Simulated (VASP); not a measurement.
Write the native input for VASP 6.6.1 that does the following.

* Task: single point
* Functional: PBE
* Potentials or basis: VASP PAW PBE potentials, release 64 (B, N)
* Cutoff: 600 eV
* k mesh: 10 × 10 × 2
* Occupations: gaussian, width 0.05 eV
* Spin: no spin polarisation
* Dipole correction: no
* Further INCAR settings: ALGO = Normal; EDIFF = 1e-06; NBANDS = 26

The structure of BN lies in POSCAR:

```
BN
1.0
   -2.5116193520      0.0000000000      0.0000000000
   -1.2558096760     -2.1751261634      0.0000000000
   -0.7325556443     -0.5437815409     16.8407423124
B N
4 4
Direct
    0.1875000000      0.1145833333      0.8750000000
    0.2708333333      0.2395833333      0.3750000000
    0.6458333333      0.6354166667      0.1250000000
    0.5625000000      0.5104166667      0.6250000000
    0.3125000000      0.3020833333      0.1250000000
    0.2291666667      0.1770833333      0.6250000000
    0.5208333333      0.4479166667      0.8750000000
    0.6041666667      0.5729166667      0.3750000000
```

This cell differs from its parent crystal: the part above a cut slid along it.

The input as run:

INCAR

```
PREC = Accurate
ENCUT = 600
EDIFF = 1E-6
ISMEAR = 0
SIGMA = 0.05
LREAL = F
LASPH = T
NELM = 120
ALGO = Normal
ISIF = 2
LWAVE = F
LCHARG = F
GGA = PE
NBANDS = 26
GGA_COMPAT = F
```

KPOINTS

```
regular mesh
0
Gamma
  10 10 2
```

Potentials or basis: VASP PAW PBE potentials, release 64 (B, N).

Command:

```sh
$ cat potpaw_PBE.64/B/POTCAR potpaw_PBE.64/N/POTCAR > POTCAR
$ mpirun -np 1 vasp_std > vasp.out
```

Results of the run:

```json
{
 "Pressure": "0.0 GPa",
 "Band gap on the k mesh": "4.49 eV (least direct gap 4.85 eV)"
}
```

Caveat: the cell differs from its parent crystal (the part above a cut slid along it).

Wall time 5.2 min on 1 thread of Oxide Virtual Turin-like Processor (shared host), peak memory 0.34 GiB.
